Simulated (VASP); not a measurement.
Runs of VASP 6.6.1 on Hf. The structure is that of space group Fm-3m (No. 225), or close to it. The cells are those of the table. 

```csv
cell,gap on the mesh (eV),pressure (GPa)
"a = 3.140, b = 3.108, c = 3.108 Å, angles 60.7, 59.7, 59.7°, 1 atom",none,4.5
"a = 3.140, b = 3.163, c = 3.163 Å, angles 59.5, 60.2, 60.2°, 1 atom",none,0.6
"a = 3.140, b = 3.116, c = 3.116 Å, angles 60.5, 59.8, 59.8°, 1 atom",none,3.9
"a = 3.140, b = 3.147, c = 3.147 Å, angles 59.8, 60.1, 60.1°, 1 atom",none,1.7
"a = 3.140, b = 3.124, c = 3.124 Å, angles 60.3, 59.8, 59.8°, 1 atom",none,(a)
"a = 3.140, b = 3.155, c = 3.155 Å, angles 59.7, 60.2, 60.2°, 1 atom",none,(b)
"a = 3.140, b = 3.132, c = 3.132 Å, angles 60.2, 59.9, 59.9°, 1 atom",none,2.8
```

Alike in all rows: task single point; level r2SCAN; potentials or basis VASP PAW PBE potentials, release 64 (Hf_pv); no spin polarisation; k mesh 18 × 18 × 18; cutoff (eV) 520; smearing gaussian 0.15 eV.

**Question.** Estimate the missing entries.

**Answer.** (a) 3.4; (b) 1.1.

Caveats: the PAW data sets were made with another functional, which shifts forces and pressure a little; spin-orbit coupling is left out, which moves the levels of the heavy elements; the cell stands under pressure (at least some runs).

A k mesh can miss the band edges, and the runs leave out spin-orbit coupling on Hf.

A gap of «none» marks levels without a gap at the run's occupations.
